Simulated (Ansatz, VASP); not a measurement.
**One calculation of GaP, two programs**

```
Ga P
1.0
     0.00000    2.72540    2.72540
     2.72540    0.00000    2.72540
     2.72540    2.72540    0.00000
Ga P
1 1
Direct
  0.00000 0.00000 0.00000
  0.25000 0.25000 0.25000
```

Alike in both runs: task single point; functional r2SCAN; k mesh 8 × 8 × 8; no spin polarisation.

```csv
,VASP,Ansatz
version,VASP 6.6.1,Ansatz 0.2.0
potentials or method,"VASP PAW PBE potentials, release 64 (Ga_d, P)","plane waves, PAW"
plane-wave cutoff (eV),520,500
occupations,"gaussian, width 0.01 eV",fixed
valence electrons in the cell,18,18
```

VASP gave:

| Quantity | Value |
| --- | --- |
| gap on the k mesh at the Fermi level (eV) | 1.90 |
| pressure (GPa) | 0.0 |

Question: What did Ansatz give for the same quantities?

Answer: gap on the k mesh at the Fermi level (eV): 1.89; pressure (GPa): 0.0.

VASP's potentials were made for PBE, not for r2SCAN.
